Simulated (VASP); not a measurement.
# BeTe in VASP: notebook

The runs below take BeTe through single point, with PBE.

All numbers are computed with VASP 6.6.1; they aren't measurements. Logs are shortened: lines on timing, memory, paths and dates and some standing lists are left out, and cuts for length are marked.

**1. The cell of the first run**

Symmetry: F-43m, No. 216, cubic system. The conventional cell has a = 5.657 Å, b = 5.657 Å, c = 5.657 Å, α = 90.00°, β = 90.00°, γ = 90.00°. Within 3.2 Å of Be (site symmetry -43m) lie 4 Te at 2.45 Å. Te (site symmetry -43m) has 4 Be at 2.45 Å within 3.2 Å.

**2. Single point, PBE**

Contents of INCAR:

```
SYSTEM = BeTe
PREC = Accurate
ENCUT = 520
EDIFF = 1E-7
ISMEAR = 0
SIGMA = 0.01
LREAL = .False.
LASPH = .True.
NELM = 80
ALGO = Normal
ISIF = 2
LWAVE = .False.
LCHARG = .False.
GGA = PE
NBANDS = 11
```

Contents of KPOINTS:

```
Automatic mesh
0
Gamma
  4 4 4
  0 0 0
```

Contents of POSCAR:

```
BeTe
1.0
    0.0000000000      2.8286236274      2.8286236274
    2.8286236274      0.0000000000      2.8286236274
    2.8286236274      2.8286236274      0.0000000000
Be Te
1 1
Direct
    0.0000000000      0.0000000000      0.0000000000
    0.2500000000      0.2500000000      0.2500000000
```

Potentials or basis: VASP PAW PBE potentials, release 64 (Be, Te).

The run is started by

```console
> cat potpaw_PBE.64/Be/POTCAR potpaw_PBE.64/Te/POTCAR > POTCAR
> mpirun -np 1 vasp_std > vasp.out
```

OUTCAR:

```text
SYSTEM = BeTe
   PREC = Accurate
   ENCUT = 520
   EDIFF = 1E-7
   ISMEAR = 0
   LREAL = .False.
   LASPH = .True.
   NELM = 80
   ISIF = 2
   GGA = PE

 ion  position               nearest neighbor table
   1  0.000  0.000  0.000-   2 2.45   2 2.45   2 2.45   2 2.45
   2  0.250  0.250  0.250-   1 2.45   1 2.45   1 2.45   1 2.45

  LATTYP: Found a face centered cubic cell.
 ALAT       =     5.6572472548

  Lattice vectors:

 A1 = (   0.0000000000,   2.8286236274,   2.8286236274)
 A2 = (   2.8286236274,   0.0000000000,   2.8286236274)
 A3 = (   2.8286236274,   2.8286236274,   0.0000000000)

Analysis of symmetry for initial positions (statically):
=====================================================================
 Subroutine PRICEL returns:
 Original cell was already a primitive cell.

 Routine SETGRP: Setting up the symmetry group for a
 face centered cubic supercell.

 Subroutine GETGRP returns: Found 24 space group operations
 (whereof 24 operations were pure point group operations)
 out of a pool of 48 trial point group operations.

The static configuration has the point symmetry T_d .

Analysis of symmetry for dynamics (positions and initial velocities):
=====================================================================
 Subroutine PRICEL returns:
 Original cell was already a primitive cell.

 Routine SETGRP: Setting up the symmetry group for a
 face centered cubic supercell.

 Subroutine GETGRP returns: Found 24 space group operations
 (whereof 24 operations were pure point group operations)
 out of a pool of 48 trial point group operations.

The dynamic configuration has the point symmetry T_d .

 Subroutine INISYM returns: Found 24 space group operations
 (whereof 24 operations are pure point group operations),
 and found     1 'primitive' translations

----------------------------------------------------------------------------------------

                                     Primitive cell

  volume of cell :      45.2643

  direct lattice vectors                    reciprocal lattice vectors
     0.000000000  2.828623627  2.828623627    -0.176764415  0.176764415  0.176764415
     2.828623627  0.000000000  2.828623627     0.176764415 -0.176764415  0.176764415
     2.828623627  2.828623627  0.000000000     0.176764415  0.176764415 -0.176764415

  length of vectors
     4.000277897  4.000277897  4.000277897     0.306164947  0.306164947  0.306164947

  position of ions in fractional coordinates (direct lattice)
     0.000000000  0.000000000  0.000000000
     0.250000000  0.250000000  0.250000000

  ion indices of the primitive-cell ions
   primitive index   ion index
                 1           1
                 2           2

----------------------------------------------------------------------------------------

 KPOINTS: Automatic mesh

Automatic generation of k-mesh.
 Grid dimensions read from file:
 generate k-points for:    4    4    4

 Generating k-lattice:

  Cartesian coordinates                     Fractional coordinates (reciprocal lattice)
    -0.044191104  0.044191104  0.044191104     0.250000000  0.000000000  0.000000000
     0.044191104 -0.044191104  0.044191104     0.000000000  0.250000000  0.000000000
     0.044191104  0.044191104 -0.044191104     0.000000000  0.000000000  0.250000000

  Length of vectors
     0.076541237  0.076541237  0.076541237

  Shift w.r.t. Gamma in fractional coordinates (k-lattice)
     0.000000000  0.000000000  0.000000000

 Subroutine IBZKPT returns following result:
 ===========================================

 Found      8 irreducible k-points:

 Following reciprocal coordinates:
            Coordinates               Weight
  0.000000  0.000000  0.000000      1.000000
  0.250000  0.000000  0.000000      8.000000
  0.500000  0.000000  0.000000      4.000000
  0.250000  0.250000  0.000000      6.000000
  0.500000  0.250000  0.000000     24.000000
 -0.250000  0.250000  0.000000     12.000000
  0.500000  0.500000  0.000000      3.000000
 -0.250000  0.500000  0.250000      6.000000
   k-points           NKPTS =      8   k-points in BZ     NKDIM =      8   number of bands    NBANDS=     11
   number of dos      NEDOS =    301   number of ions     NIONS =      2
   total plane-waves  NPLWV =  27000
   dimension x,y,z NGX =    30 NGY =   30 NGZ =   30
   dimension x,y,z NGXF=    60 NGYF=   60 NGZF=   60
   ions per type =               1   1
   NGX,Y,Z   is equivalent  to a cutoff of  12.47, 12.47, 12.47 a.u.
   NGXF,Y,Z  is equivalent  to a cutoff of  24.94, 24.94, 24.94 a.u.
 SYSTEM =  BeTe
   PREC   = accura    normal or accurate (medium, high low for compatibility)
   ISTART =      0    job   : 0-new  1-cont  2-samecut
   ICHARG =      2    charge: 1-file 2-atom 10-const
   ISPIN  =      1    spin polarized calculation?
   LNONCOLLINEAR =      F non collinear calculations
   LSORBIT =      F    spin-orbit coupling
   LASPH  =      T    aspherical Exc in radial PAW
   ENCUT  =  520.0 eV  38.22 Ry    6.18 a.u.   7.44  7.44  7.44*2*pi/ulx,y,z
   NELM   =     80;   NELMIN=  2; NELMDL= -5     # of ELM steps
   EDIFF  = 0.1E-06   stopping-criterion for ELM
   LREAL  =      F    real-space projection
   EDIFFG = 0.1E-05   stopping-criterion for IOM
   NSW    =      0    number of steps for IOM
   IBRION =     -1    ionic relax: 0-MD 1-quasi-New 2-CG
   NFREE  =      0    steps in history (QN), initial steepest desc. (CG)
   ISIF   =      2    stress and relaxation
   ISYM   =      2    0-nonsym 1-usesym 2-fastsym
   POTIM  = 0.5000    time-step for ionic-motion
   TEBEG  =    0.0;   TEEND  =   0.0 temperature during run
   PSTRESS=    0.0 pullay stress
   NELECT =       8.0000    total number of electrons
   NUPDOWN=      -1.0000    fix difference up-down
   EMIN   =  10.00;   EMAX   =-10.00  energy-range for DOS
   EFERMI =   0.00;   METHOD = LEGACY
   ISMEAR =     0;   SIGMA  =   0.01  broadening in eV -4-tet -1-fermi 0-gaus
   EFERMI_NEDOS =   21; number of points for ismear=-14 and -15
   IALGO  =     38    algorithm
   IMIX   =      4    mixing-type and parameters
     AMIX     =   0.40;   BMIX     =  1.00
     AMIX_MAG =   1.60;   BMIX_MAG =  1.00
  volume/ion in A,a.u.               =      22.63       152.73
  Fermi-wavevector in a.u.,A,eV,Ry     =   0.918727  1.736142 11.484116  0.844059
  Thomas-Fermi vector in A             =   2.043841
   LORBIT       =      0    0 simple, 1 ext, 2 COOP (PROOUT), +10 PAW based schemes
   GGA     = PE    functional components
   LHFCALC =     F    Hartree Fock is set to
   AEXX    =    0.0000 exact exchange contribution
   IVDW    =     0    specifies the selected vdW correction
   LEPSILON=     F    determine dielectric tensor
   LRPA    =     F    only Hartree local field effects (RPA)
 non-spin polarized calculation
 Gauss-broadening in eV      SIGMA  =   0.01
  energy-cutoff  :      520.00
  volume of cell :       45.26
 maximum number of plane-waves:      1243
 NGX is ok and might be reduce to    30
   NGX = 15   NGY = 15   NGZ = 15

 number of electron       8.0000000 magnetization

 Free energy of the ion-electron system (eV)
  ---------------------------------------------------
  ext. energy  EPLUGINS =         0.00000000
  ---------------------------------------------------
  free energy    TOTEN  =        -7.54720715 eV

  energy without entropy =       -7.54720715  energy(sigma->0) =       -7.54720715

 E-fermi :   5.0867     XC(G=0):  -8.9893

 val. band max:        4.9691443983   @ k =   0.0000   0.0000   0.0000
 cond. band min:       6.9658288668   @ k =   0.5000   0.5000   0.0000
 fundamental gap:      1.9966844685
 Fermi energy:         5.0866544616

 k-point     1 :       0.0000    0.0000    0.0000
  band No.  band energies     occupation
      1      -7.2384      2.00000
      2       4.9691      2.00000
      3       4.9691      2.00000
      4       4.9691      2.00000
      5       8.5773      0.00000
      6       8.5773      0.00000
      7       8.5773      0.00000
      8       8.6914      0.00000
      9      13.2604      0.00000
     10      15.1753      0.00000
     11      15.1753      0.00000

 k-point     2 :       0.2500    0.0000    0.0000
  band No.  band energies     occupation
      1      -6.6939      2.00000
      2       1.6914      2.00000
      3       4.3078      2.00000
      4       4.3078      2.00000
      5       8.2455      0.00000
      6       9.4403      0.00000
      7       9.4403      0.00000
      8      11.9268      0.00000
      9      13.9878      0.00000
     10      13.9878      0.00000
     11      14.0016      0.00000

 k-point     3 :       0.5000    0.0000    0.0000
  band No.  band energies     occupation
      1      -5.9240      2.00000
      2      -0.4935      2.00000
      3       3.8563      2.00000
      4       3.8563      2.00000
      5       8.0023      0.00000
      6       9.5530      0.00000
      7       9.5530      0.00000
      8      12.7852      0.00000
      9      15.8436      0.00000
     10      16.4130      0.00000
     11      16.4130      0.00000

 k-point     4 :       0.2500    0.2500    0.0000
  band No.  band energies     occupation
      1      -6.5083      2.00000
      2       2.0956      2.00000
      3       3.3195      2.00000
      4       3.3195      2.00000
      5       7.5816      0.00000
      6       9.3491      0.00000
      7      11.3664      0.00000
      8      11.3664      0.00000
      9      13.5370      0.00000
     10      15.6974      0.00000
     11      16.1420      0.00000

 k-point     5 :       0.5000    0.2500    0.0000
  band No.  band energies     occupation
      1      -5.7167      2.00000
      2       0.1854      2.00000
      3       2.0265      2.00000
      4       2.9856      2.00000
      5       7.9372      0.00000
      6      10.4755      0.00000
      7      11.4342      0.00000
      8      11.7746      0.00000
      9      15.2741      0.00000
     10      16.6824      0.00000
     11      17.2527      0.00000

 k-point     6 :      -0.2500    0.2500    0.0000
  band No.  band energies     occupation
      1      -5.9929      2.00000
      2       0.6670      2.00000
      3       1.8519      2.00000
      4       3.7841      2.00000
      5       8.7076      0.00000
      6      10.4674      0.00000
      7      11.0931      0.00000
      8      11.5476      0.00000
      9      13.3643      0.00000
     10      14.7824      0.00000
     11      17.2676      0.00000

 k-point     7 :       0.5000    0.5000    0.0000
  band No.  band energies     occupation
      1      -5.4436      2.00000
      2      -0.0819      2.00000
      3       2.3692      2.00000
      4       2.3692      2.00000
      5       6.9658      0.00000
      6       7.6437      0.00000
      7      14.5812      0.00000
      8      14.5812      0.00000
      9      16.4280      0.00000
     10      17.8380      0.00000
     11      18.3256      0.00000

 k-point     8 :      -0.2500    0.5000    0.2500
  band No.  band energies     occupation
      1      -5.4114      2.00000
      2       0.4346      2.00000
      3       1.3412      2.00000
      4       1.8203      2.00000
      5      10.2431      0.00000
      6      10.4854      0.00000
      7      10.5164      0.00000
      8      11.0846      0.00000
      9      15.7800      0.00000
     10      16.5807      0.00000
     11      17.7245      0.00000

------------------------ aborting loop because EDIFF is reached ----------------------------------------

  FORCE on cell =-STRESS in cart. coord.  units (eV):
  Direction    XX          YY          ZZ          XY          YZ          ZX
  --------------------------------------------------------------------------------------
  -------------------------------------------------------------------------------------
  Total        0.2181158      0.2181158      0.2181158      0.0000000      0.0000000      0.0000000
  in kB        7.7204432      7.7204432      7.7204432      0.0000000      0.0000000      0.0000000
  external PRESSURE =       7.7204432 kB  Pullay stress =       0.0000000 kB

 VOLUME and BASIS-vectors are now :
 -----------------------------------------------------------------------------
  energy-cutoff  :      520.00
  volume of cell :       45.26
      direct lattice vectors                 reciprocal lattice vectors
     0.000000000  2.828623627  2.828623627    -0.176764415  0.176764415  0.176764415
     2.828623627  0.000000000  2.828623627     0.176764415 -0.176764415  0.176764415
     2.828623627  2.828623627  0.000000000     0.176764415  0.176764415 -0.176764415

 POSITION                                       TOTAL-FORCE (eV/Angst)
 -----------------------------------------------------------------------------------
      0.00000      0.00000      0.00000        -0.000000     -0.000000     -0.000000
      1.41431      1.41431      1.41431         0.000000      0.000000      0.000000
 -----------------------------------------------------------------------------------
    total drift:                                0.000000      0.000000      0.000000

  FREE ENERGIE OF THE ION-ELECTRON SYSTEM (eV)
  ---------------------------------------------------
  free  energy   TOTEN  =        -7.5472071460 eV

  energy  without entropy=       -7.5472071460  energy(sigma->0) =       -7.54720715
```

It took 6.8 s on 1 thread of AMD EPYC 7R13, shared host; peak memory 0.13 GiB.

What came out:

| Property | Result |
| --- | --- |
| Free energy | -7.5472 eV |
| Pressure | 0.8 GPa |
| Band gap on the k mesh | 2.00 eV, indirect (least direct gap 3.61 eV) |

Levels at points of the mesh, in eV from the valence-band top:
| k point | band 1 | band 2 | band 3 | band 4 | band 5 | band 6 | band 7 | band 8 |
| --- | --- | --- | --- | --- | --- | --- | --- | --- |
| (0.00, 0.00, 0.00) | -12.21 | 0.00 | 0.00 | 0.00 | 3.61 | 3.61 | 3.61 | 3.72 |
| (0.50, 0.00, 0.00) | -10.89 | -5.46 | -1.11 | -1.11 | 3.03 | 4.58 | 4.58 | 7.82 |
| (0.50, 0.50, 0.00) | -10.41 | -5.05 | -2.60 | -2.60 | 2.00 | 2.67 | 9.61 | 9.61 |

Caveat: the k points lie up to 0.48 Å⁻¹ apart; spin-orbit coupling is left out, which moves the levels of the heavy elements. A k mesh can miss the band edges.

**3. Single point, PBE (strain +5.0%)**

Contents of INCAR:

```
SYSTEM = BeTe
ALGO     = Normal         ! electronic algorithm
EDIFF    = 1E-7           ! SCF threshold, eV
ENCUT    = 520            ! plane-wave cutoff, eV
GGA      = PE             ! functional
ISIF     = 2              ! what is computed and relaxed
ISMEAR   = 0              ! smearing method
LASPH    = .TRUE.         ! aspherical terms in the spheres
LCHARG   = .FALSE.        ! write CHGCAR
LREAL    = .FALSE.        ! projectors in reciprocal space
LWAVE    = .FALSE.        ! write WAVECAR
NBANDS   = 11             ! bands
NELM     = 60             ! most SCF steps
PREC     = Accurate       ! precision mode
SIGMA    = 0.01           ! smearing width, eV
```

Contents of KPOINTS:

```
k-points
0
G
  4 4 4
  0 0 0
```

Contents of POSCAR:

```
BeTe
1.0
    0.0000000000      2.9700548088      2.9700548088
    2.9700548088      0.0000000000      2.9700548088
    2.9700548088      2.9700548088      0.0000000000
Be Te
1 1
Direct
    0.0000000000      0.0000000000      0.0000000000
    0.2500000000      0.2500000000      0.2500000000
```

Potentials or basis: VASP PAW PBE potentials, release 64 (Be, Te).

The run is started by

```console
> cat potpaw_PBE.64/Be/POTCAR potpaw_PBE.64/Te/POTCAR > POTCAR
> mpirun -np 1 vasp_std > vasp.out
```

Run time: 7.8 s. Hardware: 1 thread of AMD EPYC 7R13, shared host; peak memory 0.14 GiB.

The run converged. Its results:

- Free energy: -7.4192 eV
- Pressure: -5.7 GPa
- Band gap on the k mesh: 2.31 eV, indirect (least direct gap 2.73 eV)

Levels at points of the mesh, in eV from the valence-band top:
| k point | band 1 | band 2 | band 3 | band 4 | band 5 | band 6 | band 7 | band 8 | band 9 |
| --- | --- | --- | --- | --- | --- | --- | --- | --- | --- |
| (0.00, 0.00, 0.00) | -11.35 | 0.00 | 0.00 | 0.00 | 2.73 | 3.69 | 3.69 | 3.69 | 8.04 |
| (0.50, 0.00, 0.00) | -10.37 | -4.61 | -0.89 | -0.89 | 2.66 | 4.60 | 4.60 | 7.76 | 10.24 |
| (0.50, 0.50, 0.00) | -10.02 | -4.34 | -2.11 | -2.11 | 2.31 | 2.81 | 8.70 | 8.70 | 10.61 |

Caveat: the k points lie up to 0.46 Å⁻¹ apart; the cell differs from its parent crystal (strain +5.0%); spin-orbit coupling is left out, which moves the levels of the heavy elements.

**4. Single point, PBE (epitaxial xy strain -1.0%)**

Contents of INCAR:

```
ALGO = Normal ; EDIFF = 1E-6
ENCUT = 520 ; GGA = PE
ISIF = 2 ; ISMEAR = 0
LASPH = True ; LCHARG = False
LREAL = False ; LWAVE = False
NBANDS = 11 ; NELM = 80
PREC = Accurate ; SIGMA = 0.01
```

Contents of KPOINTS:

```
k-points
0
Gamma
  4 4 4
```

Contents of POSCAR:

```
BeTe
1.0
    0.0000000000      2.8003373911      2.8502011504
    2.8003373911      0.0000000000      2.8502011504
    2.8003373911      2.8003373911      0.0000000000
Be Te
1 1
Direct
    0.0000000000      0.0000000000      0.0000000000
    0.2500000000      0.2500000000      0.2500000000
```

The run is started by

```console
> cat potpaw_PBE.64/Be/POTCAR potpaw_PBE.64/Te/POTCAR > POTCAR
> mpirun -np 1 vasp_std > vasp.out
```

Wall time 9 s (1 thread of AMD EPYC 7R13, shared host); peak memory 0.13 GiB.

Results (log left out):

```
Free energy            : -7.5414 eV
Pressure               : 1.5 GPa
Band gap on the k mesh : 1.89 eV, indirect (least direct gap 3.55 eV)
```

Stress tensor (GPa, compression positive):
```
1.90 0.00 0.00
0.00 1.90 0.00
0.00 0.00 0.79
```

Levels at points of the mesh, in eV from the valence-band top:
```tsv
k point	band 1	band 2	band 3	band 4	band 5	band 6	band 7	band 8	band 9
(0.00, 0.00, 0.00)	-12.32	-0.10	0.00	0.00	3.55	3.55	3.59	3.78	8.28
(0.50, 0.00, 0.00)	-10.98	-5.57	-1.24	-1.09	3.02	4.50	4.60	7.78	10.88
(0.50, 0.50, 0.00)	-10.53	-5.21	-2.60	-2.60	2.02	2.72	9.64	9.64	11.41
(0.50, 0.00, 0.50)	-10.46	-5.12	-2.73	-2.70	1.89	2.58	9.61	9.69	11.52
```

Caveat: the k points lie up to 0.48 Å⁻¹ apart; the cell differs from its parent crystal (epitaxial xy strain -1.0%); spin-orbit coupling is left out, which moves the levels of the heavy elements. A k mesh can miss the band edges.

**5. The runs side by side**

```tsv
cell	gap on the mesh (eV)	pressure (GPa)
a = 4.000 Å, angles 60.0°, 2 atoms	2.00	0.8
a = 4.200 Å, angles 60.0°, 2 atoms	2.31	-5.7
a = 3.996, b = 3.996, c = 3.960 Å, angles 60.3, 60.3, 59.4°, 2 atoms	1.89	1.5
```

Alike in all rows: task single point; level PBE; potentials or basis VASP PAW PBE potentials, release 64 (Be, Te); no spin polarisation; k mesh 4 × 4 × 4; cutoff (eV) 520; smearing gaussian 0.01 eV.

Caveats: all runs use coarse meshes; spin-orbit coupling is left out, which moves the levels of the heavy elements.

Absolute energies hang on the potentials; compare differences alone.
